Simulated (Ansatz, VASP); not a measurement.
# AlNi: VASP beside Ansatz

```xyz
2
Lattice="1.9538 -1.9538 0.0000 1.9538 1.9538 0.0000 0.0000 0.0000 2.7924" Properties=species:S:1:pos:R:3 pbc="T T T"
Al    0.0000    0.0000    0.0000
Ni    1.9538    0.0000    1.3962
```

Alike in both runs: task single point; functional PBEsol; k mesh 16 × 16 × 16; occupations gaussian, width 0.15 eV; no spin polarisation.

```csv
,VASP,Ansatz
version,VASP 6.6.1,Ansatz 0.2.0
potentials or method,"VASP PAW PBE potentials, release 64 (Al, Ni), cutoff 520 eV","scalar-relativistic, plane waves, PAW"
valence electrons in the cell,13,21
```

VASP gave:

* gap on the k mesh at the Fermi level (eV): none
* pressure (GPa): 20.5
* traceless stress, the component that is largest in VASP (GPa): -0.87

Q: Estimate Ansatz's values.

A: gap on the k mesh at the Fermi level (eV): none; pressure (GPa): 20.2; traceless stress, the component that is largest in VASP (GPa): -0.86.

VASP's potentials were made for PBE, not for PBEsol, and Ansatz warns of the same on its side. A gap of «none» marks a metal or a gap that the smearing closes. VASP's potentials hold 13 valence electrons a cell and Ansatz's 21, so a difference there can come from the potentials and not from the codes. Ansatz's warnings: near symmetry operations not taken.
